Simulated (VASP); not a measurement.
# Ru (P6_3/mmc) in VASP: further runs

The runs below take Ru through single point, relaxation of cell and atoms, with PBE.

All numbers are computed with VASP 6.6.1; they aren't measurements. Logs are shortened: lines on timing, memory, paths and dates and some standing lists are left out, and cuts for length are marked.

### Step 1. The cell of the first run

It takes space group P6_3/mmc (No. 194, hexagonal). The conventional cell has a = 2.720 Å, b = 2.720 Å, c = 4.297 Å, α = 90.00°, β = 90.00°, γ = 120.00°. Ru (site symmetry -6m2) has 12 Ru at 2.66 to 2.72 Å within 3.5 Å.

### Step 2. Single point, PBE

Input file INCAR:

```
ALGO = Normal ; EDIFF = 1E-6
ENCUT = 520 ; GGA = PE
ISIF = 2 ; ISMEAR = 0
LASPH = True ; LCHARG = True
LELF = True ; LREAL = False
LVHAR = True ; LWAVE = False
NBANDS = 21 ; NELM = 100
PREC = Accurate ; SIGMA = 0.15
```

Input file KPOINTS:

```
k-points
0
Gamma
  12 12 8
```

Input file POSCAR:

```
Ru
1.0
    2.7200250909      0.0000000000      0.0000000000
   -1.3600125454      2.3556108276      0.0000000000
    0.0000000000      0.0000000000      4.2967694966
Ru
2
Direct
    0.3333333333      0.6666666667      0.2500000000
    0.6666666667      0.3333333333      0.7500000000
```

Potentials or basis: VASP PAW PBE potentials, release 64 (Ru_pv).

Run with:

```
$ cat potpaw_PBE.64/Ru_pv/POTCAR > POTCAR
$ mpirun -np 1 vasp_std > vasp.out
```

OUTCAR:

```text
EDIFF = 1E-6
   ENCUT = 520
   GGA = PE
   ISIF = 2
   ISMEAR = 0
   LASPH = True
   LREAL = False
   NELM = 100
   PREC = Accurate

 ion  position               nearest neighbor table
   1  0.333  0.667  0.250-   2 2.66   2 2.66   2 2.66   2 2.66   2 2.66   2 2.66
   2  0.667  0.333  0.750-   1 2.66   1 2.66   1 2.66   1 2.66   1 2.66   1 2.66

  LATTYP: Found a hexagonal cell.
 ALAT       =     2.7200250909
 C/A-ratio  =     1.5796800960

  Lattice vectors:

 A1 = (   2.7200250909,   0.0000000000,   0.0000000000)
 A2 = (  -1.3600125454,   2.3556108276,   0.0000000000)
 A3 = (   0.0000000000,   0.0000000000,   4.2967694966)

Analysis of symmetry for initial positions (statically):
=====================================================================
 Subroutine PRICEL returns:
 Original cell was already a primitive cell.

 Routine SETGRP: Setting up the symmetry group for a
 hexagonal supercell.

 Subroutine GETGRP returns: Found 24 space group operations
 (whereof 12 operations were pure point group operations)
 out of a pool of 24 trial point group operations.

The static configuration has the point symmetry D_3d.
 The point group associated with its full space group is D_6h.

Analysis of symmetry for dynamics (positions and initial velocities):
=====================================================================
 Subroutine PRICEL returns:
 Original cell was already a primitive cell.

 Routine SETGRP: Setting up the symmetry group for a
 hexagonal supercell.

 Subroutine GETGRP returns: Found 24 space group operations
 (whereof 12 operations were pure point group operations)
 out of a pool of 24 trial point group operations.

The dynamic configuration has the point symmetry D_3d.
 The point group associated with its full space group is D_6h.

 Subroutine INISYM returns: Found 24 space group operations
 (whereof 12 operations are pure point group operations),
 and found     1 'primitive' translations

----------------------------------------------------------------------------------------

                                     Primitive cell

  volume of cell :      27.5308

  direct lattice vectors                    reciprocal lattice vectors
     2.720025091  0.000000000  0.000000000     0.367643667  0.212259170  0.000000000
    -1.360012545  2.355610828  0.000000000     0.000000000  0.424518341  0.000000000
     0.000000000  0.000000000  4.296769497     0.000000000  0.000000000  0.232732987

  length of vectors
     2.720025091  2.720025091  4.296769497     0.424518341  0.424518341  0.232732987

  position of ions in fractional coordinates (direct lattice)
     0.333333333  0.666666667  0.250000000
     0.666666667  0.333333333  0.750000000

  ion indices of the primitive-cell ions
   primitive index   ion index
                 1           1
                 2           2

----------------------------------------------------------------------------------------

 KPOINTS: k-points

Automatic generation of k-mesh.
 Grid dimensions read from file:
 generate k-points for:   12   12    8

 Generating k-lattice:

  Cartesian coordinates                     Fractional coordinates (reciprocal lattice)
     0.030636972  0.017688264  0.000000000     0.083333333  0.000000000  0.000000000
     0.000000000  0.035376528  0.000000000     0.000000000  0.083333333  0.000000000
     0.000000000  0.000000000  0.029091623     0.000000000  0.000000000  0.125000000

  Length of vectors
     0.035376528  0.035376528  0.029091623

  Shift w.r.t. Gamma in fractional coordinates (k-lattice)
     0.000000000  0.000000000  0.000000000

 Subroutine IBZKPT returns following result:
 ===========================================

 Found     95 irreducible k-points:

 Following reciprocal coordinates:
            Coordinates               Weight
  0.000000  0.000000  0.000000      1.000000
  0.083333 -0.000000  0.000000      6.000000
  0.166667  0.000000  0.000000      6.000000
  0.250000  0.000000  0.000000      6.000000
  0.333333 -0.000000  0.000000      6.000000
  0.416667  0.000000  0.000000      6.000000
[... 16 lines left out ...]
  0.250000  0.000000  0.125000     12.000000
  0.333333 -0.000000  0.125000     12.000000
 [... further k-points ...]
   k-points           NKPTS =     95   k-points in BZ     NKDIM =     95   number of bands    NBANDS=     21
   number of dos      NEDOS =    301   number of ions     NIONS =      2
   total plane-waves  NPLWV =  12800
   dimension x,y,z NGX =    20 NGY =   20 NGZ =   32
   dimension x,y,z NGXF=    40 NGYF=   40 NGZF=   64
   ions per type =               2
   NGX,Y,Z   is equivalent  to a cutoff of  12.22, 12.22, 12.38 a.u.
   NGXF,Y,Z  is equivalent  to a cutoff of  24.45, 24.45, 24.76 a.u.
 SYSTEM =  unknown system
   PREC   = accura    normal or accurate (medium, high low for compatibility)
   ISTART =      0    job   : 0-new  1-cont  2-samecut
   ICHARG =      2    charge: 1-file 2-atom 10-const
   ISPIN  =      1    spin polarized calculation?
   LNONCOLLINEAR =      F non collinear calculations
   LSORBIT =      F    spin-orbit coupling
   LASPH  =      T    aspherical Exc in radial PAW
   ENCUT  =  520.0 eV  38.22 Ry    6.18 a.u.   5.06  5.06  7.99*2*pi/ulx,y,z
   NELM   =    100;   NELMIN=  2; NELMDL= -5     # of ELM steps
   EDIFF  = 0.1E-05   stopping-criterion for ELM
   LREAL  =      F    real-space projection
   EDIFFG = 0.1E-04   stopping-criterion for IOM
   NSW    =      0    number of steps for IOM
   IBRION =     -1    ionic relax: 0-MD 1-quasi-New 2-CG
   NFREE  =      0    steps in history (QN), initial steepest desc. (CG)
   ISIF   =      2    stress and relaxation
   ISYM   =      2    0-nonsym 1-usesym 2-fastsym
   POTIM  = 0.5000    time-step for ionic-motion
   TEBEG  =    0.0;   TEEND  =   0.0 temperature during run
   PSTRESS=    0.0 pullay stress
   NELECT =      28.0000    total number of electrons
   NUPDOWN=      -1.0000    fix difference up-down
   EMIN   =  10.00;   EMAX   =-10.00  energy-range for DOS
   EFERMI =   0.00;   METHOD = LEGACY
   ISMEAR =     0;   SIGMA  =   0.15  broadening in eV -4-tet -1-fermi 0-gaus
   EFERMI_NEDOS =   21; number of points for ismear=-14 and -15
   IALGO  =     38    algorithm
   IMIX   =      4    mixing-type and parameters
     AMIX     =   0.40;   BMIX     =  1.00
     AMIX_MAG =   1.60;   BMIX_MAG =  1.00
  volume/ion in A,a.u.               =      13.77        92.89
  Fermi-wavevector in a.u.,A,eV,Ry     =   1.646347  3.111144 36.878020  2.710458
  Thomas-Fermi vector in A             =   2.735990
   LORBIT       =      0    0 simple, 1 ext, 2 COOP (PROOUT), +10 PAW based schemes
   GGA     = PE    functional components
   LHFCALC =     F    Hartree Fock is set to
   AEXX    =    0.0000 exact exchange contribution
   IVDW    =     0    specifies the selected vdW correction
   LEPSILON=     F    determine dielectric tensor
   LRPA    =     F    only Hartree local field effects (RPA)
 non-spin polarized calculation
 Gauss-broadening in eV      SIGMA  =   0.15
  energy-cutoff  :      520.00
  volume of cell :       27.53
 maximum number of plane-waves:       759
   NGX = 11   NGY = 11   NGZ = 15

 number of electron      28.0000013 magnetization

 Free energy of the ion-electron system (eV)
  ---------------------------------------------------
  ext. energy  EPLUGINS =         0.00000000
  ---------------------------------------------------
  free energy    TOTEN  =       -18.48769292 eV

  energy without entropy =      -18.47054330  energy(sigma->0) =      -18.47911811

 E-fermi :  12.6167     XC(G=0): -14.0345

 val. band max:       12.6108944010   @ k =   0.2500   0.2500   0.2500
 cond. band min:      12.6172008989   @ k =   0.2500   0.0000   0.3750
 fundamental gap:      0.0063064979
 Fermi energy:        12.6166678545

 k-point     1 :       0.0000    0.0000    0.0000
  band No.  band energies     occupation
      1     -31.0074      2.00000
      2     -30.1209      2.00000
      3     -30.1209      2.00000
      4     -29.9565      2.00000
      5     -29.9565      2.00000
      6     -29.9109      2.00000
[... 13 lines left out ...]
     20      23.0241      0.00000
     21      23.0371      0.00000

 k-point     2 :       0.0833   -0.0000    0.0000
  band No.  band energies     occupation
      1     -30.9848      2.00000
      2     -30.1683      2.00000
      3     -30.1370      2.00000
      4     -30.0060      2.00000
      5     -29.9630      2.00000
      6     -29.9215      2.00000
[... 13 lines left out ...]
     20      23.0241      0.00000
     21      23.0354      0.00000

 k-point     3 :       0.1667    0.0000    0.0000
  band No.  band energies     occupation
      1     -30.9202      2.00000
      2     -30.2979      2.00000
      3     -30.1795      2.00000
      4     -30.1385      2.00000
      5     -29.9819      2.00000
      6     -29.9535      2.00000
[... 13 lines left out ...]
     20      23.0240      0.00000
     21      23.0318      0.00000

 k-point     4 :       0.2500    0.0000    0.0000
  band No.  band energies     occupation
      1     -30.8224      2.00000
      2     -30.4750      2.00000
      3     -30.3136      2.00000
      4     -30.2352      2.00000
      5     -30.0097      2.00000
      6     -30.0064      2.00000
[... 13 lines left out ...]
     20      23.0239      0.00000
     21      23.0288      0.00000

 k-point     5 :       0.3333   -0.0000    0.0000
  band No.  band energies     occupation
      1     -30.7068      2.00000
      2     -30.6521      2.00000
      3     -30.4823      2.00000
      4     -30.2889      2.00000
      5     -30.0770      2.00000
      6     -30.0390      2.00000
[... 13 lines left out ...]
     20      23.0230      0.00000
     21      23.0246      0.00000
[... 382 lines left out ...]
     20      23.0240      0.00000
     21      23.5155      0.00000

 k-point    22 :       0.1667    0.0000    0.1250
  band No.  band energies     occupation
      1     -30.8909      2.00000
      2     -30.2865      2.00000
      3     -30.1720      2.00000
      4     -30.1662      2.00000
      5     -29.9895      2.00000
      6     -29.9692      2.00000
[... 13 lines left out ...]
     20      23.0240      0.00000
     21      23.5014      0.00000

 k-point    23 :       0.2500    0.0000    0.1250
  band No.  band energies     occupation
      1     -30.8124      2.00000
      2     -30.4519      2.00000
      3     -30.3406      2.00000
      4     -30.2267      2.00000
      5     -30.0184      2.00000
      6     -30.0134      2.00000
[... 13 lines left out ...]
     20      23.0239      0.00000
     21      23.5880      0.00000

 k-point    24 :       0.3333   -0.0000    0.1250
  band No.  band energies     occupation
      1     -30.7653      2.00000
      2     -30.5774      2.00000
      3     -30.5002      2.00000
      4     -30.2795      2.00000
      5     -30.0746      2.00000
      6     -30.0487      2.00000
[... 13 lines left out ...]
     20      23.0239      0.00000
     21      23.8970      0.00000

 [... further k-points ...]

------------------------ aborting loop because EDIFF is reached ----------------------------------------

  FORCE on cell =-STRESS in cart. coord.  units (eV):
  Direction    XX          YY          ZZ          XY          YZ          ZX
  --------------------------------------------------------------------------------------
  -------------------------------------------------------------------------------------
  Total       -0.0270722     -0.0270722     -0.0197607     -0.0000000      0.0000000      0.0000000
  in kB       -1.5754891     -1.5754891     -1.1499935     -0.0000000      0.0000000      0.0000000
  external PRESSURE =      -1.4336572 kB  Pullay stress =       0.0000000 kB

 VOLUME and BASIS-vectors are now :
 -----------------------------------------------------------------------------
  energy-cutoff  :      520.00
  volume of cell :       27.53
      direct lattice vectors                 reciprocal lattice vectors
     2.720025091  0.000000000  0.000000000     0.367643667  0.212259170  0.000000000
    -1.360012545  2.355610828  0.000000000     0.000000000  0.424518341  0.000000000
     0.000000000  0.000000000  4.296769497     0.000000000  0.000000000  0.232732987

 POSITION                                       TOTAL-FORCE (eV/Angst)
 -----------------------------------------------------------------------------------
     -0.00000      1.57041      1.07419        -0.000000      0.000000      0.000000
      1.36001      0.78520      3.22258         0.000000     -0.000000      0.000000
 -----------------------------------------------------------------------------------
    total drift:                               -0.000000      0.000000     -0.000000

  FREE ENERGIE OF THE ION-ELECTRON SYSTEM (eV)
  ---------------------------------------------------
  free  energy   TOTEN  =       -18.4876929186 eV

  energy  without entropy=      -18.4705433028  energy(sigma->0) =      -18.47911811
```

It took 63 s on 1 thread of Intel Xeon 8259CL, shared host; peak memory 0.16 GiB.

What came out:

| Property | Result |
| --- | --- |
| Free energy | -18.4877 eV |
| Pressure | -0.1 GPa |
| Band gap on the k mesh | zero (bands 14 and 15 overlap by 3.10 eV) |

### Step 3. Single point, PBE

Input file INCAR:

```
PREC = Accurate ; ENCUT = 520
EDIFF = 1E-7 ; ISMEAR = 0
SIGMA = 0.1 ; LREAL = False
LASPH = True ; NELM = 60
ALGO = Normal ; ISIF = 2
LWAVE = False ; LCHARG = False
GGA = PE ; NBANDS = 21
```

Input file KPOINTS:

```
regular mesh
0
Gamma
  18 18 10
```

Input file POSCAR:

```
Ru
1.0
    2.7200250881      0.0000000000      0.0000000000
   -1.3600125440      2.3556108252      0.0000000000
    0.0000000000      0.0000000000      4.2967695010
Ru
2
Direct
    0.3333333333      0.6666666667      0.2500000000
    0.6666666667      0.3333333333      0.7500000000
```

Potentials or basis: VASP PAW PBE potentials, release 64 (Ru_pv).

Run with:

```
$ cat potpaw_PBE.64/Ru_pv/POTCAR > POTCAR
$ mpirun -np 1 vasp_std > vasp.out
```

Wall time 2.4 min (1 thread of Intel Xeon 8259CL, shared host); peak memory 0.22 GiB.

The run converged. Its results:

```
Free energy            : -18.4717 eV
Pressure               : -0.1 GPa
Band gap on the k mesh : zero (bands 14 and 15 overlap by 3.07 eV)
```

Levels at points of the mesh, in eV from the Fermi level:
```
           k point  band 10  band 11  band 12  band 13  band 14  band 15  band 16  band 17  band 18  band 19
(0.00, 0.00, 0.00)    -2.53    -2.35    -1.86    -1.86    -1.37    -1.37     1.16     1.16     1.30    10.17
(0.50, 0.00, 0.00)    -2.96    -2.02    -1.77    -1.48     1.39     1.80     1.88     3.99     6.03    10.44
(0.00, 0.00, 0.50)    -2.70    -2.70    -2.70    -2.65    -2.65     0.54     0.54     0.54     0.54    10.45
(0.50, 0.00, 0.50)    -4.42    -1.03    -1.03     0.45     0.45     1.64     1.64     3.35     3.35    10.37
```

### Step 4. Relaxation of cell and atoms, PBE

This run uses another cell than the first one, of 13.57 Å³/atom.

Input file INCAR:

```
ALGO = Fast
EDIFF = 1E-7
EDIFFG = -0.005
ENCUT = 600
GGA = PE
IBRION = 2
ISIF = 3
ISMEAR = 0
LASPH = True
LCHARG = False
LREAL = False
LWAVE = False
NELM = 100
NSW = 100
PREC = Accurate
SIGMA = 0.1
```

Input file KPOINTS:

```
k-points
0
Gamma
  18 18 10
```

Input file POSCAR:

```
Ru
1.0
    2.7057993342      0.0000000000      0.0000000000
   -1.3528996671      2.3432909610      0.0000000000
    0.0000000000      0.0000000000      4.2819000000
Ru
2
Direct
    0.3333333333      0.6666666667      0.2500000000
    0.6666666667      0.3333333333      0.7500000000
```

Run with:

```
$ cat potpaw_PBE.64/Ru_pv/POTCAR > POTCAR
$ mpirun -np 1 vasp_std > vasp.out
```

It took 12 min on 1 thread of Intel Xeon 8259CL, shared host; peak memory 0.25 GiB.

The run converged. Its results:

| Property | Result |
| --- | --- |
| Free energy | -18.4717 eV |
| Relaxed volume | 13.76 Å³/atom |
| Relaxed cell | a = 2.719 Å, b = 2.719 Å, c = 4.296 Å, α = 90.00°, β = 90.00°, γ = 120.00° |
| Space group after relaxing (to 0.1 Å) | P6_3/mmc (No. 194) |
| Energy gained by relaxing | 2.5 meV/atom |
| Ionic steps | 6 |
| Pressure after relaxing | 0.0 GPa |
| Band gap on the k mesh | zero (bands 14 and 15 overlap by 3.07 eV) |

Step by step:
| step | energy change (eV) | largest force (eV/Å) | pressure (GPa) | volume (Å³) |
| --- | --- | --- | --- | --- |
| 1 | 0.0000 | 0.0000 | 4.34 | 27.15 |
| 2 | 0.0350 | 0.0000 | -11.13 | 28.62 |
| 3 | -0.0049 | 0.0000 | -0.06 | 27.52 |
| 4 | -0.0049 | 0.0000 | 0.03 | 27.51 |
| 5 | -0.0049 | 0.0000 | 0.05 | 27.51 |
| 6 | -0.0050 | 0.0000 | 0.04 | 27.51 |

Final structure:
```
Ru
1.0
     2.71939    0.00000    0.00000
    -1.35969    2.35506    0.00000
     0.00000    0.00000    4.29612
Ru
2
Direct
  0.33333 0.66667 0.25000
  0.66667 0.33333 0.75000
```

Levels at points of the mesh, in eV from the Fermi level:
```csv
k point,band 12,band 13,band 14,band 15,band 16,band 17
"(0.00, 0.00, 0.00)",-1.87,-1.87,-1.37,-1.37,1.17,1.17
"(0.50, 0.00, 0.00)",-1.77,-1.48,1.39,1.80,1.89,4.00
"(0.00, 0.00, 0.50)",-2.70,-2.65,-2.65,0.54,0.54,0.54
"(0.50, 0.00, 0.50)",-1.04,0.45,0.45,1.64,1.64,3.35
```

### Step 5. Summary

| task | cell | k mesh | cutoff (eV) | smearing | gap on the mesh (eV) | pressure (GPa) |
| --- | --- | --- | --- | --- | --- | --- |
| single point | a = 2.720, b = 2.720, c = 4.297 Å, angles 90.0, 90.0, 120.0°, 2 atoms | 12 × 12 × 8 | 520 | gaussian 0.15 eV | none | -0.1 |
| single point | a = 2.720, b = 2.720, c = 4.297 Å, angles 90.0, 90.0, 120.0°, 2 atoms | 18 × 18 × 10 | 520 | gaussian 0.1 eV | none | -0.1 |
| relaxation of cell and atoms | relaxed from a = 2.706, b = 2.706, c = 4.282 Å, angles 90.0, 90.0, 120.0°, 2 atoms | 18 × 18 × 10 | 600 | gaussian 0.1 eV | none | 0.0 |

Alike in all rows: level PBE; potentials or basis VASP PAW PBE potentials, release 64 (Ru_pv); no spin polarisation.

Total energies depend on the potentials used, so only differences within one code and one set of settings carry meaning.
